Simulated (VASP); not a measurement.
# Ni (Fm-3m) in VASP: single point with PBE

Aim: the single point of Ni with PBE.

All numbers are computed with VASP 6.6.1; they aren't measurements. Logs are shortened: lines on timing, memory, paths and dates and some standing lists are left out, and cuts for length are marked.

**1. The cell of the first run**

It takes space group Fm-3m (No. 225, cubic). The conventional cell has a = 3.518 Å, b = 3.518 Å, c = 3.518 Å, α = 90.00°, β = 90.00°, γ = 90.00°. Within 3.3 Å of Ni (site symmetry m-3m) lie 12 Ni at 2.49 Å.

**2. Single point, PBE, collinear spin, ferromagnetic start**

Contents of INCAR:

```
PREC = Accurate ; ENCUT = 520
EDIFF = 1E-6 ; ISMEAR = 0
SIGMA = 0.1 ; LREAL = Auto
LASPH = True ; NELM = 150
ALGO = Normal ; ISIF = 2
LWAVE = False ; LCHARG = False
ISPIN = 2 ; MAGMOM = 0.75 0.75 0.75 0.75 0.75 0.75 0.75 0.75 0.75 0.75 0.75 0.75 0.75 0.75 0.75 0.75
LORBIT = 11 ; LMAXMIX = 4
GGA = PE ; NBANDS = 98
LUSENCCL = False
```

Contents of KPOINTS:

```
regular mesh
0
Gamma
  5 5 5
```

Contents of POSCAR:

```
Ni
1.0
    3.5184795946      3.5184795946      3.5184795946
   -3.5184795946     -3.5184795946      3.5184795946
    3.5184795946     -3.5184795946     -3.5184795946
Ni
16
Direct
    0.0000000000      0.2500000000      0.7500000000
    0.2500000000      0.0000000000      0.7500000000
    0.0000000000      0.5000000000      0.5000000000
    0.2500000000      0.2500000000      0.5000000000
    0.5000000000      0.0000000000      0.5000000000
    0.5000000000      0.7500000000      0.7500000000
    0.7500000000      0.5000000000      0.7500000000
    0.0000000000      0.0000000000      0.0000000000
    0.0000000000      0.7500000000      0.2500000000
    0.2500000000      0.5000000000      0.2500000000
    0.5000000000      0.2500000000      0.2500000000
    0.7500000000      0.0000000000      0.2500000000
    0.7500000000      0.7500000000      0.5000000000
    0.2500000000      0.7500000000      0.0000000000
    0.5000000000      0.5000000000      0.0000000000
    0.7500000000      0.2500000000      0.0000000000
```

Potentials or basis: VASP PAW PBE potentials, release 64 (Ni).

On the command line:

```bash
cat potpaw_PBE.64/Ni/POTCAR > POTCAR
mpirun -np 1 vasp_std > vasp.out
```

OUTCAR:

```text
PREC = Accurate
   ENCUT = 520
   EDIFF = 1E-6
   ISMEAR = 0
   LREAL = Auto
   LASPH = True
   NELM = 150
   ISIF = 2
   ISPIN = 2
   LORBIT = 11
   GGA = PE

 ion  position               nearest neighbor table
   1  0.000  0.250  0.750-   2 2.49   3 2.49   4 2.49   7 2.49   8 2.49  10 2.49  14 2.49  15 2.49
                            16 2.49  12 2.49  13 2.49   5 2.49
   2  0.250  0.000  0.750-   1 2.49   4 2.49   5 2.49   6 2.49   8 2.49  11 2.49  14 2.49  15 2.49
                            16 2.49   9 2.49   3 2.49  13 2.49
   3  0.000  0.500  0.500-   1 2.49   2 2.49   4 2.49   6 2.49   7 2.49   9 2.49  10 2.49  13 2.49
                            14 2.49  16 2.49  12 2.49  11 2.49
   4  0.250  0.250  0.500-   1 2.49   2 2.49   3 2.49   5 2.49   6 2.49   7 2.49  10 2.49  11 2.49
                            15 2.49   8 2.49   9 2.49  12 2.49
   5  0.500  0.000  0.500-   1 2.49   2 2.49   4 2.49   6 2.49   7 2.49  11 2.49  12 2.49  13 2.49
                            16 2.49  14 2.49  10 2.49   9 2.49
   6  0.500  0.750  0.750-   2 2.49   5 2.49   7 2.49   8 2.49  12 2.49  13 2.49  14 2.49  15 2.49
                            16 2.49  10 2.49   4 2.49   3 2.49
   7  0.750  0.500  0.750-   1 2.49   3 2.49   6 2.49   8 2.49   9 2.49  13 2.49  14 2.49  15 2.49
                            16 2.49  11 2.49   5 2.49   4 2.49
   8  0.000  0.000  0.000-   1 2.49   2 2.49   4 2.49   9 2.49  10 2.49  11 2.49  12 2.49  14 2.49
                            16 2.49  13 2.49   7 2.49   6 2.49
   9  0.000  0.750  0.250-   2 2.49   3 2.49   4 2.49   5 2.49   8 2.49  10 2.49  12 2.49  13 2.49
                            14 2.49   7 2.49  16 2.49  15 2.49
  10  0.250  0.500  0.250-   3 2.49   4 2.49   5 2.49   6 2.49   9 2.49  11 2.49  13 2.49  14 2.49
                            15 2.49   1 2.49   8 2.49  16 2.49
  11  0.500  0.250  0.250-   3 2.49   4 2.49   5 2.49   7 2.49  10 2.49  12 2.49  13 2.49  15 2.49
                            16 2.49   2 2.49  14 2.49   8 2.49
  12  0.750  0.000  0.250-   1 2.49   3 2.49   4 2.49   5 2.49   8 2.49   9 2.49  11 2.49  13 2.49
                            16 2.49   6 2.49  15 2.49  14 2.49
  13  0.750  0.750  0.500-   1 2.49   2 2.49   3 2.49   5 2.49   6 2.49   7 2.49   8 2.49   9 2.49
                            12 2.49  15 2.49  11 2.49  10 2.49
  14  0.250  0.750  0.000-   2 2.49   5 2.49   6 2.49   8 2.49   9 2.49  10 2.49  11 2.49  12 2.49
                            15 2.49   3 2.49   1 2.49   7 2.49
  15  0.500  0.500  0.000-   6 2.49   7 2.49   9 2.49  10 2.49  11 2.49  12 2.49  13 2.49  14 2.49
                            16 2.49   4 2.49   2 2.49   1 2.49
  16  0.750  0.250  0.000-   1 2.49   3 2.49   7 2.49   8 2.49   9 2.49  10 2.49  11 2.49  12 2.49
                            15 2.49   5 2.49   6 2.49   2 2.49

  LATTYP: Found a body centered cubic cell.
 ALAT       =     7.0369591892

  Lattice vectors:

 A1 = (   3.5184795946,   3.5184795946,   3.5184795946)
 A2 = (  -3.5184795946,  -3.5184795946,   3.5184795946)
 A3 = (   3.5184795946,  -3.5184795946,  -3.5184795946)

[... 205 lines left out ...]

 val. band max:        9.3576296749   @ k =  -0.2000   0.2000   0.2000
 cond. band min:       9.3704830698   @ k =  -0.4000  -0.4000   0.2000
 fundamental gap:      0.0128533950
 Fermi energy:         9.3629753431

 spin component 1

 k-point     1 :       0.0000    0.0000    0.0000
  band No.  band energies     occupation
      1       0.3583      1.00000
      2       4.7145      1.00000
      3       4.7145      1.00000
      4       4.7145      1.00000
      5       5.1329      1.00000
      6       5.1329      1.00000
[... 939 lines left out ...]
     91      15.3250      0.00000
     92      15.3250      0.00000
 Fermi energy:         9.3629753431

 spin component 2

 k-point     1 :       0.0000    0.0000    0.0000
  band No.  band energies     occupation
      1       0.3256      1.00000
      2       5.0689      1.00000
      3       5.0689      1.00000
      4       5.0689      1.00000
      5       5.3300      1.00000
      6       5.3300      1.00000
[... 939 lines left out ...]
     91      15.7295      0.00000
     92      15.7295      0.00000
 [bands above 92 left out]

------------------------ aborting loop because EDIFF is reached ----------------------------------------

  FORCE on cell =-STRESS in cart. coord.  units (eV):
  Direction    XX          YY          ZZ          XY          YZ          ZX
  --------------------------------------------------------------------------------------
  -------------------------------------------------------------------------------------
  Total        0.0533191      0.0533191      0.0533191     -0.0000000     -0.0000000     -0.0000000
  in kB        0.4903072      0.4903072      0.4903072     -0.0000000     -0.0000000     -0.0000000
  external PRESSURE =       0.4903072 kB  Pullay stress =       0.0000000 kB

 VOLUME and BASIS-vectors are now :
 -----------------------------------------------------------------------------
  energy-cutoff  :      520.00
  volume of cell :      174.23
      direct lattice vectors                 reciprocal lattice vectors
     3.518479595  3.518479595  3.518479595     0.142106835  0.000000000  0.142106835
    -3.518479595 -3.518479595  3.518479595     0.000000000 -0.142106835  0.142106835
     3.518479595 -3.518479595 -3.518479595     0.142106835 -0.142106835  0.000000000

 POSITION                                       TOTAL-FORCE (eV/Angst)
 -----------------------------------------------------------------------------------
      1.75924     -3.51848     -1.75924        -0.000000      0.000000     -0.000000
      3.51848     -1.75924     -1.75924         0.000000     -0.000000     -0.000000
      0.00000     -3.51848      0.00000         0.000000      0.000000     -0.000000
      1.75924     -1.75924      0.00000        -0.000000      0.000000     -0.000000
      3.51848      0.00000      0.00000         0.000000     -0.000000     -0.000000
      1.75924     -3.51848      1.75924        -0.000000     -0.000000     -0.000000
[... 8 lines left out ...]
      0.00000      0.00000      3.51848         0.000000      0.000000      0.000000
      1.75924      1.75924      3.51848         0.000000      0.000000     -0.000000
 -----------------------------------------------------------------------------------
    total drift:                                0.000000      0.000000      0.000000

  FREE ENERGIE OF THE ION-ELECTRON SYSTEM (eV)
  ---------------------------------------------------
  free  energy   TOTEN  =       -87.5963346486 eV

  energy  without entropy=      -87.4583552583  energy(sigma->0) =      -87.52734495

 total charge

# of ion       s       p       d       tot
------------------------------------------
    1        0.498   0.497   8.313   9.308
    2        0.498   0.497   8.313   9.308
    3        0.498   0.497   8.313   9.308
    4        0.498   0.497   8.313   9.308
    5        0.498   0.497   8.313   9.308
    6        0.498   0.497   8.313   9.308
[... 8 lines left out ...]
   15        0.498   0.497   8.313   9.308
   16        0.498   0.497   8.313   9.308
--------------------------------------------------
tot          7.966   7.960 133.001 148.926

 magnetization (x)

# of ion       s       p       d       tot
------------------------------------------
    1       -0.006  -0.025   0.685   0.655
    2       -0.006  -0.025   0.685   0.655
    3       -0.006  -0.025   0.685   0.655
    4       -0.006  -0.025   0.685   0.655
    5       -0.006  -0.025   0.685   0.655
    6       -0.006  -0.025   0.685   0.655
[... 8 lines left out ...]
   15       -0.006  -0.025   0.685   0.655
   16       -0.006  -0.025   0.685   0.655
--------------------------------------------------
tot         -0.093  -0.395  10.966  10.478
```

stdout:

```text
Offloading initialized ...    1 GPUs detected
 POSCAR found type information on POSCAR Ni
 POSCAR found :  1 types and      16 ions
 scaLAPACK will be used selectively (only on CPU)
 LDA part: xc-table for (Slater+PW92), standard interpolation
 POSCAR, INCAR and KPOINTS ok, starting setup
 FFT: planning ... GRIDC
 FFT: planning ... GRID_SOFT
 FFT: planning ... GRID
 WAVECAR not read
 entering main loop
```

Wall time 5.7 min (1 × NVIDIA H100 80GB with 1 thread of AMD EPYC 7R13 (Zen 3), shared host); peak memory 1.5 GiB.

What came out:

* Free energy: -87.5963 eV
* Pressure: 0.0 GPa
* Net moment: 10.29 μB per cell
* Site moments: Ni +0.66 μB
* Valence electrons inside the program's atomic spheres: Ni 9.31
